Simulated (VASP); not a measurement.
**SiC: relaxation of the atoms with PBE**

SiC:

```
Si C
1.0
    -4.37973   -4.37973    4.37973
     4.37973   -4.37973   -4.37973
     4.37973    4.37973    4.37973
Si C
16 16
Direct
  0.25052 0.74384 0.24655
  0.00713 0.74623 0.50148
  0.50085 0.48614 0.24807
  0.24860 0.49042 0.50225
  0.99944 0.50179 0.74891
  0.73716 0.75003 0.74719
  0.49467 0.74649 0.00190
  0.99928 0.00251 0.26091
  0.74613 0.24265 0.24835
  0.50642 0.25719 0.50433
  0.25805 0.25181 0.74896
  0.00540 0.25067 0.00766
  0.75222 0.49429 0.99345
  0.75215 0.99470 0.49497
  0.50659 0.00754 0.75634
  0.25042 0.99481 0.00405
  0.24414 0.50180 0.24529
  0.98860 0.49289 0.48457
  0.50624 0.24743 0.24544
  0.25519 0.25857 0.49731
  0.01987 0.26172 0.76750
  0.74949 0.48652 0.74795
  0.49135 0.50502 0.99437
  0.99168 0.74599 0.24463
  0.75132 0.00724 0.25276
  0.50308 0.99839 0.50077
  0.24122 0.99697 0.74257
  0.99702 0.99702 0.99490
  0.75875 0.24554 0.01053
  0.75153 0.74698 0.50990
  0.50689 0.75173 0.75769
  0.25810 0.75402 0.99427
```

| Quantity | Value |
| --- | --- |
| Program | VASP 6.6.1 |
| Task | relaxation of the atoms |
| Functional | PBE |
| Potentials or basis | VASP PAW PBE potentials, release 64 (Si, C) |
| Cutoff | 520 eV |
| k mesh | 2 × 2 × 2, shifted |
| Occupations | gaussian, width 0.02 eV |
| Spin | no spin polarisation |
| Dipole correction | no |
| Further INCAR settings | LREAL = Auto; ALGO = Normal; EDIFF = 1e-06; IBRION = 2; EDIFFG = -0.03; NSW = 45 |

* Energy gained by relaxing: 66.4 meV/atom
* Ionic steps: 14
* Pressure after relaxing: 0.0 GPa
* Largest force after relaxing: 0.011 eV/Å
* Band gap on the k mesh: 2.69 eV

Forces in eV/Å, atoms in the order of the input:
```
Si  -0.001  0.001 -0.002
Si   0.001  0.004 -0.004
Si   0.004  0.002  0.002
Si   0.000  0.001  0.004
Si   0.002 -0.002  0.000
Si  -0.007  0.001  0.000
Si  -0.002 -0.005  0.002
Si   0.003  0.001  0.003
Si   0.000  0.004  0.003
Si  -0.001  0.001  0.005
Si  -0.005 -0.003 -0.002
Si   0.001 -0.002  0.002
Si  -0.001  0.004  0.000
Si  -0.002  0.007  0.003
Si  -0.004  0.001  0.003
Si   0.004 -0.003  0.001
C   -0.002 -0.002 -0.003
C    0.003 -0.003  0.001
C    0.004  0.000 -0.003
C    0.001  0.003  0.000
C    0.002  0.001 -0.003
C    0.006 -0.004  0.000
C   -0.001  0.003 -0.001
C   -0.001 -0.002  0.001
C   -0.003  0.000 -0.001
C    0.000 -0.001 -0.001
C    0.005 -0.001  0.003
C   -0.003  0.001 -0.002
C   -0.002 -0.007 -0.008
C   -0.002 -0.006  0.000
C    0.002 -0.002 -0.003
C   -0.002  0.007  0.003
```

Step by step:
| step | energy change (eV) | largest force (eV/Å) | pressure (GPa) |
| --- | --- | --- | --- |
| 1 | 0.0000 | 3.4876 | 1.58 |
| 2 | -1.1908 | 2.8006 | 0.71 |
| 3 | -1.9275 | 1.0496 | 0.08 |
| 4 | -2.0759 | 0.4720 | 0.00 |
| 5 | -2.0806 | 0.3612 | -0.01 |
| 6 | -2.1133 | 0.1575 | -0.02 |
| 7 | -2.1138 | 0.1793 | -0.02 |
| 8 | -2.1218 | 0.1022 | -0.03 |
| 9 | -2.1219 | 0.1084 | -0.03 |
| 10 | -2.1249 | 0.0495 | -0.03 |
| 11 | -2.1249 | 0.0580 | -0.03 |
| 12 | -2.1255 | 0.0315 | -0.03 |
| 13 | -2.1255 | 0.0305 | -0.03 |
| 14 | -2.1256 | 0.0109 | -0.03 |

Final structure:
```
Si C
1.0
    -4.37973   -4.37973    4.37973
     4.37973   -4.37973   -4.37973
     4.37973    4.37973    4.37973
Si C
16 16
Direct
  0.25095 0.74876 0.25021
  0.00091 0.74872 0.50017
  0.50092 0.49871 0.25015
  0.25090 0.49874 0.50017
  0.00090 0.49870 0.75016
  0.75091 0.74876 0.75023
  0.50089 0.74873 0.00020
  0.00091 0.99873 0.25017
  0.75091 0.24873 0.25017
  0.50087 0.24872 0.50011
  0.25094 0.24875 0.75021
  0.00090 0.24872 0.00019
  0.75094 0.49874 0.00017
  0.75095 0.99878 0.50020
  0.50091 0.99875 0.75020
  0.25087 0.99867 0.00011
  0.25095 0.49871 0.25020
  0.00091 0.49867 0.50016
  0.50091 0.24864 0.25011
  0.25094 0.24872 0.50018
  0.00097 0.24871 0.75022
  0.75090 0.49864 0.75013
  0.50098 0.49875 0.00021
  0.00093 0.74870 0.25018
  0.75094 0.99873 0.25021
  0.50095 0.99874 0.50022
  0.25090 0.99867 0.75013
  0.00095 0.99873 0.00022
  0.75094 0.24869 0.00023
  0.75091 0.74870 0.50022
  0.50093 0.74870 0.75022
  0.25093 0.74873 0.00018
```

Levels at points of the mesh, in eV from the valence-band top:
```csv
k point,band 62,band 63,band 64,band 65,band 66,band 67
"(0.25, 0.25, 0.25)",0.00,0.00,0.00,4.31,4.31,4.31
```

It took 9.1 min on 2 MPI ranks on Intel(R) Xeon(R) Platinum 8488C (Sapphire Rapids), on a shared host, peak memory 0.47 GiB a rank.

Caveat: a shifted mesh leaves out Γ, where band edges can lie. A k mesh can miss the band edges.
